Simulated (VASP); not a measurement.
# I (Im-3m) in VASP: single point with PBE

Aim: the single point of I with PBE.

Everything below comes from runs of VASP 6.6.1. Logs are shortened: lines on timing, memory, paths and dates and some standing lists are left out, and cuts for length are marked.

## 1. The cell of the first run

It takes space group Im-3m (No. 229, cubic). The conventional cell has a = 4.187 Å, b = 4.187 Å, c = 4.187 Å, α = 90.00°, β = 90.00°, γ = 90.00°. Within 4.8 Å of I (site symmetry m-3m) lie 14 I at 3.63 to 4.19 Å.

## 2. Single point, PBE

INCAR reads:

```
SYSTEM = I
ALGO     = Normal         ! electronic algorithm
EDIFF    = 1E-6           ! SCF threshold, eV
ENCUT    = 520            ! plane-wave cutoff, eV
GGA      = PE             ! functional
ISIF     = 2              ! what is computed and relaxed
ISMEAR   = -1             ! smearing method
LASPH    = .True.         ! aspherical terms in the spheres
LCHARG   = .True.         ! write CHGCAR
LELF     = .True.         ! ELF
LREAL    = .False.        ! projectors in reciprocal space
LVHAR    = .True.       
LWAVE    = .False.        ! write WAVECAR
NBANDS   = 10             ! bands
NELM     = 80             ! most SCF steps
PREC     = Accurate       ! precision mode
SIGMA    = 0.13605693000000002 ! smearing width, eV
```

KPOINTS reads:

```
k-points
0
Gamma
  11 11 11
  0 0 0
```

POSCAR reads:

```
I
1.0
   -2.0936124882      2.0936124882      2.0936124882
    2.0936124882     -2.0936124882      2.0936124882
    2.0936124882      2.0936124882     -2.0936124882
I
1
Direct
    0.0000000000      0.0000000000      0.0000000000
```

Potentials or basis: VASP PAW PBE potentials, release 64 (I).

Launch:

```console
cat potpaw_PBE.64/I/POTCAR > POTCAR
mpirun -np 1 vasp_std > vasp.out
```

OUTCAR:

```text
SYSTEM = I
   EDIFF = 1E-6
   ENCUT = 520
   GGA = PE
   ISIF = 2
   ISMEAR = -1
   LASPH = .True.
   LREAL = .False.
   NELM = 80
   PREC = Accurate

 ion  position               nearest neighbor table
   1  0.000  0.000  0.000-

  LATTYP: Found a body centered cubic cell.
 ALAT       =     4.1872249764

  Lattice vectors:

 A1 = (  -2.0936124882,   2.0936124882,   2.0936124882)
 A2 = (   2.0936124882,  -2.0936124882,   2.0936124882)
 A3 = (   2.0936124882,   2.0936124882,  -2.0936124882)

Analysis of symmetry for initial positions (statically):
=====================================================================
 Subroutine PRICEL returns:
 Original cell was already a primitive cell.

 Routine SETGRP: Setting up the symmetry group for a
 body centered cubic supercell.

 Subroutine GETGRP returns: Found 48 space group operations
 (whereof 48 operations were pure point group operations)
 out of a pool of 48 trial point group operations.

The static configuration has the point symmetry O_h .

Analysis of symmetry for dynamics (positions and initial velocities):
=====================================================================
 Subroutine PRICEL returns:
 Original cell was already a primitive cell.

 Routine SETGRP: Setting up the symmetry group for a
 body centered cubic supercell.

 Subroutine GETGRP returns: Found 48 space group operations
 (whereof 48 operations were pure point group operations)
 out of a pool of 48 trial point group operations.

The dynamic configuration has the point symmetry O_h .

 Subroutine INISYM returns: Found 48 space group operations
 (whereof 48 operations are pure point group operations),
 and found     1 'primitive' translations

----------------------------------------------------------------------------------------

                                     Primitive cell

  volume of cell :      36.7070

  direct lattice vectors                    reciprocal lattice vectors
    -2.093612488  2.093612488  2.093612488     0.000000000  0.238821655  0.238821655
     2.093612488 -2.093612488  2.093612488     0.238821655  0.000000000  0.238821655
     2.093612488  2.093612488 -2.093612488     0.238821655  0.238821655  0.000000000

  length of vectors
     3.626243201  3.626243201  3.626243201     0.337744824  0.337744824  0.337744824

  position of ions in fractional coordinates (direct lattice)
     0.000000000  0.000000000  0.000000000

  ion indices of the primitive-cell ions
   primitive index   ion index
                 1           1

----------------------------------------------------------------------------------------

 KPOINTS: k-points

Automatic generation of k-mesh.
 Grid dimensions read from file:
 generate k-points for:   11   11   11

 Generating k-lattice:

  Cartesian coordinates                     Fractional coordinates (reciprocal lattice)
     0.000000000  0.021711060  0.021711060     0.090909091  0.000000000  0.000000000
     0.021711060  0.000000000  0.021711060     0.000000000  0.090909091  0.000000000
     0.021711060  0.021711060  0.000000000     0.000000000  0.000000000  0.090909091

  Length of vectors
     0.030704075  0.030704075  0.030704075

  Shift w.r.t. Gamma in fractional coordinates (k-lattice)
     0.000000000  0.000000000  0.000000000

 Subroutine IBZKPT returns following result:
 ===========================================

 Found     56 irreducible k-points:

 Following reciprocal coordinates:
            Coordinates               Weight
  0.000000  0.000000  0.000000      1.000000
  0.090909  0.000000  0.000000     12.000000
  0.181818  0.000000  0.000000     12.000000
  0.272727  0.000000  0.000000     12.000000
  0.363636  0.000000  0.000000     12.000000
  0.454545  0.000000  0.000000     12.000000
[... 16 lines left out ...]
  0.272727  0.181818  0.090909     48.000000
  0.363636  0.181818  0.090909     24.000000
 [... further k-points ...]
   k-points           NKPTS =     56   k-points in BZ     NKDIM =     56   number of bands    NBANDS=     10
   number of dos      NEDOS =    301   number of ions     NIONS =      1
   total plane-waves  NPLWV =  21952
   dimension x,y,z NGX =    28 NGY =   28 NGZ =   28
   dimension x,y,z NGXF=    56 NGYF=   56 NGZF=   56
   ions per type =               1
   NGX,Y,Z   is equivalent  to a cutoff of  12.84, 12.84, 12.84 a.u.
   NGXF,Y,Z  is equivalent  to a cutoff of  25.67, 25.67, 25.67 a.u.
 SYSTEM =  I
   PREC   = accura    normal or accurate (medium, high low for compatibility)
   ISTART =      0    job   : 0-new  1-cont  2-samecut
   ICHARG =      2    charge: 1-file 2-atom 10-const
   ISPIN  =      1    spin polarized calculation?
   LNONCOLLINEAR =      F non collinear calculations
   LSORBIT =      F    spin-orbit coupling
   LASPH  =      T    aspherical Exc in radial PAW
   ENCUT  =  520.0 eV  38.22 Ry    6.18 a.u.   6.74  6.74  6.74*2*pi/ulx,y,z
   NELM   =     80;   NELMIN=  2; NELMDL= -5     # of ELM steps
   EDIFF  = 0.1E-05   stopping-criterion for ELM
   LREAL  =      F    real-space projection
   EDIFFG = 0.1E-04   stopping-criterion for IOM
   NSW    =      0    number of steps for IOM
   IBRION =     -1    ionic relax: 0-MD 1-quasi-New 2-CG
   NFREE  =      0    steps in history (QN), initial steepest desc. (CG)
   ISIF   =      2    stress and relaxation
   ISYM   =      2    0-nonsym 1-usesym 2-fastsym
   POTIM  = 0.5000    time-step for ionic-motion
   TEBEG  =    0.0;   TEEND  =   0.0 temperature during run
   PSTRESS=    0.0 pullay stress
   NELECT =       7.0000    total number of electrons
   NUPDOWN=      -1.0000    fix difference up-down
   EMIN   =  10.00;   EMAX   =-10.00  energy-range for DOS
   EFERMI =   0.00;   METHOD = LEGACY
   ISMEAR =    -1;   SIGMA  =   0.14  broadening in eV -4-tet -1-fermi 0-gaus
   EFERMI_NEDOS =   21; number of points for ismear=-14 and -15
   IALGO  =     38    algorithm
   IMIX   =      4    mixing-type and parameters
     AMIX     =   0.40;   BMIX     =  1.00
     AMIX_MAG =   1.60;   BMIX_MAG =  1.00
  volume/ion in A,a.u.               =      36.71       247.71
  Fermi-wavevector in a.u.,A,eV,Ry     =   0.942304  1.780697 12.081124  0.887938
  Thomas-Fermi vector in A             =   2.069901
   LORBIT       =      0    0 simple, 1 ext, 2 COOP (PROOUT), +10 PAW based schemes
   GGA     = PE    functional components
   LHFCALC =     F    Hartree Fock is set to
   AEXX    =    0.0000 exact exchange contribution
   IVDW    =     0    specifies the selected vdW correction
   LEPSILON=     F    determine dielectric tensor
   LRPA    =     F    only Hartree local field effects (RPA)
 non-spin polarized calculation
  energy-cutoff  :      520.00
  volume of cell :       36.71
 maximum number of plane-waves:      1008
   NGX = 13   NGY = 13   NGZ = 13

 number of electron       7.0000000 magnetization

 Free energy of the ion-electron system (eV)
  ---------------------------------------------------
  ext. energy  EPLUGINS =         0.00000000
  ---------------------------------------------------
  free energy    TOTEN  =        -1.10876996 eV

  energy without entropy =       -1.00235965  energy(sigma->0) =       -1.05556480

 E-fermi :   4.0397     XC(G=0):  -8.8907

 val. band max:        4.0314395692   @ k =  -0.2727   0.3636   0.0909
 cond. band min:       4.0580184700   @ k =   0.3636   0.1818   0.0000
 fundamental gap:      0.0265789008
 Fermi energy:         4.0397273504

 k-point     1 :       0.0000    0.0000    0.0000
  band No.  band energies     occupation
      1      -9.2180      2.00000
      2       4.8084      0.00701
      3       4.8084      0.00701
      4       4.8084      0.00701
      5      10.8320      0.00000
      6      13.7954      0.00000
      7      13.7954      0.00000
      8      13.7954      0.00000
      9      16.0191      0.00000
     10      16.0191      0.00000

 k-point     2 :       0.0909    0.0000    0.0000
  band No.  band energies     occupation
      1      -9.1333      2.00000
      2       4.2249      0.40815
      3       4.6487      0.02250
      4       4.7859      0.00827
      5      11.3242      0.00000
      6      13.3780      0.00000
      7      13.5584      0.00000
      8      14.1981      0.00000
      9      15.2444      0.00000
     10      15.6104      0.00000

 k-point     3 :       0.1818    0.0000    0.0000
  band No.  band energies     occupation
      1      -8.8921      2.00000
      2       2.9635      1.99927
      3       4.2627      0.32522
      4       4.7240      0.01300
      5      11.5451      0.00000
      6      12.6357      0.00000
      7      13.6632      0.00000
      8      15.3095      0.00000
      9      15.3153      0.00000
     10      15.4783      0.00000

 k-point     4 :       0.2727    0.0000    0.0000
  band No.  band energies     occupation
      1      -8.5380      2.00000
      2       1.6140      2.00000
      3       3.8258      1.65628
      4       4.6401      0.02396
      5      10.8158      0.00000
      6      11.9808      0.00000
      7      14.7151      0.00000
      8      15.4092      0.00000
      9      16.6179      0.00000
     10      16.9421      0.00000
[... 222 lines left out ...]
 k-point    22 :       0.1818    0.1818    0.0909
  band No.  band energies     occupation
      1      -8.1132      2.00000
      2       0.8188      2.00000
      3       2.9596      1.99929
      4       3.6593      1.88495
      5      11.9826      0.00000
      6      12.6488      0.00000
      7      14.2826      0.00000
      8      16.3016      0.00000
      9      17.2537      0.00000
     10      19.5738      0.00000

 k-point    23 :       0.2727    0.1818    0.0909
  band No.  band energies     occupation
      1      -7.8551      2.00000
      2       0.4589      2.00000
      3       2.2751      2.00000
      4       3.4428      1.97544
      5      11.9166      0.00000
      6      12.8987      0.00000
      7      15.4420      0.00000
      8      16.8805      0.00000
      9      18.0437      0.00000
     10      19.1441      0.00000

 k-point    24 :       0.3636    0.1818    0.0909
  band No.  band energies     occupation
      1      -7.7520      2.00000
      2       0.3396      2.00000
      3       2.0031      2.00000
      4       3.3729      1.98523
      5      11.8765      0.00000
      6      12.9576      0.00000
      7      16.1610      0.00000
      8      17.1258      0.00000
      9      18.4057      0.00000
     10      19.1389      0.00000

 [... further k-points ...]
[... 5 lines left out ...]
  --------------------------------------------------------------------------------------
  -------------------------------------------------------------------------------------
  Total       -0.0420649     -0.0420649     -0.0420649     -0.0000000     -0.0000000      0.0000000
  in kB       -1.8360394     -1.8360394     -1.8360394     -0.0000000     -0.0000000      0.0000000
  external PRESSURE =      -1.8360394 kB  Pullay stress =       0.0000000 kB

 VOLUME and BASIS-vectors are now :
 -----------------------------------------------------------------------------
  energy-cutoff  :      520.00
  volume of cell :       36.71
      direct lattice vectors                 reciprocal lattice vectors
    -2.093612488  2.093612488  2.093612488     0.000000000  0.238821655  0.238821655
     2.093612488 -2.093612488  2.093612488     0.238821655  0.000000000  0.238821655
     2.093612488  2.093612488 -2.093612488     0.238821655  0.238821655  0.000000000

 POSITION                                       TOTAL-FORCE (eV/Angst)
 -----------------------------------------------------------------------------------
      0.00000      0.00000      0.00000        -0.000000      0.000000     -0.000000
 -----------------------------------------------------------------------------------
    total drift:                                0.000000      0.000000      0.000000

  FREE ENERGIE OF THE ION-ELECTRON SYSTEM (eV)
  ---------------------------------------------------
  free  energy   TOTEN  =        -1.1087699551 eV

  energy  without entropy=       -1.0023596452  energy(sigma->0) =       -1.05556480
```

Run time: 6.3 s. Hardware: 1 thread of Intel Xeon 6975P-C (Granite Rapids), shared host; peak memory 0.16 GiB.

What came out:

* Free energy: -1.1088 eV
* Pressure: -0.2 GPa

Caveat: spin-orbit coupling is left out, which moves the levels of the heavy elements; an odd number of electrons without spin polarisation forces a metal; a magnetic or distorted state may lie lower.
